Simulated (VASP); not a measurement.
Write the native input for VASP 6.6.1 that does the following.

```
Task                   : single point
Functional             : r2SCAN
Potentials or basis    : VASP PAW PBE potentials, release 64 (Ti_sv, O)
Cutoff                 : 520 eV
k mesh                 : 6 × 6 × 6
Occupations            : fermi-dirac, width 0.02 eV
Spin                   : no spin polarisation
Dipole correction      : no
Further INCAR settings : ALGO = Normal; EDIFF = 1e-06; NBANDS = 53
```

Crystal: Ti2O3.

```
Ti O
1.0
     2.54866    1.47147    4.58358
    -2.54866    1.47147    4.58358
     0.00000   -2.94294    4.58358
Ti O
4 6
Direct
  0.34397 0.34397 0.34397
  0.15603 0.15603 0.15603
  0.65603 0.65603 0.65603
  0.84397 0.84397 0.84397
  0.56470 0.93530 0.25000
  0.25000 0.56470 0.93530
  0.93530 0.25000 0.56470
  0.43530 0.06470 0.75000
  0.75000 0.43530 0.06470
  0.06470 0.75000 0.43530
```

The input as run:

POSCAR

```
Ti2O3
1.0
    2.5486601586      1.4714696286      4.5835846545
   -2.5486601586      1.4714696286      4.5835846545
    0.0000000000     -2.9429392573      4.5835846545
Ti O
4 6
Direct
    0.3439662346      0.3439662346      0.3439662346
    0.1560337654      0.1560337654      0.1560337654
    0.6560337654      0.6560337654      0.6560337654
    0.8439662346      0.8439662346      0.8439662346
    0.5647038612      0.9352961388      0.2500000000
    0.2500000000      0.5647038612      0.9352961388
    0.9352961388      0.2500000000      0.5647038612
    0.4352961388      0.0647038612      0.7500000000
    0.7500000000      0.4352961388      0.0647038612
    0.0647038612      0.7500000000      0.4352961388
```

INCAR.step1

```
  PREC = Accurate
  ENCUT = 520
  ISMEAR = -1
  SIGMA = 0.02
  LREAL = False
  LASPH = True
  NELM = 100
  NBANDS = 53
  GGA = PE
  ALGO = Normal
  EDIFF = 1E-4
  LWAVE = True
  LCHARG = False
```

INCAR.step2

```
  PREC = Accurate
  ENCUT = 520
  EDIFF = 1E-6
  ISMEAR = -1
  SIGMA = 0.02
  LREAL = False
  LASPH = True
  NELM = 100
  ALGO = Normal
  ISIF = 2
  LWAVE = False
  LCHARG = True
  METAGGA = R2SCAN
  LMIXTAU = True
  LELF = True
  LVHAR = True
  NBANDS = 53
  ISTART = 1
```

KPOINTS

```
Automatic mesh
0
Gamma
  6 6 6
```

Potentials or basis: VASP PAW PBE potentials, release 64 (Ti_sv, O).

Launch:

```console
$ cat potpaw_PBE.64/Ti_sv/POTCAR potpaw_PBE.64/O/POTCAR > POTCAR
$ cp INCAR.step1 INCAR
$ mpirun -np 1 vasp_std > vasp.out
$ cp INCAR.step2 INCAR
$ mpirun -np 1 vasp_std > vasp.out
```

It gave:

| Item | Value |
| --- | --- |
| Pressure | 1.5 GPa |
| Largest force | 0.068 eV/Å |
| Band gap on the k mesh | zero (bands 42 and 43 overlap by 0.36 eV) |

Caveat: the PAW data sets were made with another functional, which shifts forces and pressure a little; semilocal functionals often make such compounds metallic where correlation or magnetic order opens a gap, which also shifts bond lengths.

Run time: 17 min on 1 thread of Intel(R) Xeon(R) Platinum 8259CL CPU @ 2.50GHz (Skylake/Cascade Lake) (shared host), peak memory 0.36 GiB.
